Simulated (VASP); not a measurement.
Set up this calculation in VASP 6.6.1, as the native input.

* Task: single point
* Functional: LDA
* Potentials or basis: VASP PAW LDA potentials, release 64 (Mn_pv, Zn)
* Cutoff: 520 eV
* k mesh: 11 × 11 × 11
* Occupations: fermi-dirac, width 0.15 eV
* Spin: collinear spin, ferromagnetic start
* Starting moments: [4.0, 0.0] μB
* Dipole correction: no
* Further INCAR settings: ALGO = Normal; EDIFF = 1e-06; NBANDS = 24

The structure of MnZn lies in POSCAR:

```
MnZn
1.0
    2.8915780140      0.0000000000      0.0000000000
    0.0000000000      2.8915780140      0.0000000000
    0.0000000000      0.0000000000      2.8915780140
Mn Zn
1 1
Direct
    0.0000000000      0.0000000000      0.0000000000
    0.5000000000      0.5000000000      0.5000000000
```

The input as run:

INCAR

```
ALGO = Normal
EDIFF = 1E-6
ENCUT = 520
GGA = CA
ISIF = 2
ISMEAR = -1
ISPIN = 2
LASPH = True
LCHARG = True
LELF = True
LMAXMIX = 4
LORBIT = 11
LREAL = False
LVHAR = True
LWAVE = False
MAGMOM = 4 0
NBANDS = 24
NELM = 150
PREC = Accurate
SIGMA = 0.15
```

KPOINTS

```
k-points
0
Gamma
  11 11 11
```

Potentials or basis: VASP PAW LDA potentials, release 64 (Mn_pv, Zn).

Launch:

```console
$ cat potpaw_LDA.64/Mn_pv/POTCAR potpaw_LDA.64/Zn/POTCAR > POTCAR
$ mpirun -np 1 vasp_std > vasp.out
```

Results of the run:

The pressure is 0.2 GPa and the net moment is 2.55 μB per cell. The site moments are Mn +2.51; Zn -0.02 μB. The valence electrons inside the program's atomic spheres are Mn 11.76; Zn 11.06.

Wall time 18 s on 1 thread of Intel(R) Xeon(R) 6975P-C (Granite Rapids), with other jobs on the host, peak memory 0.17 GiB.
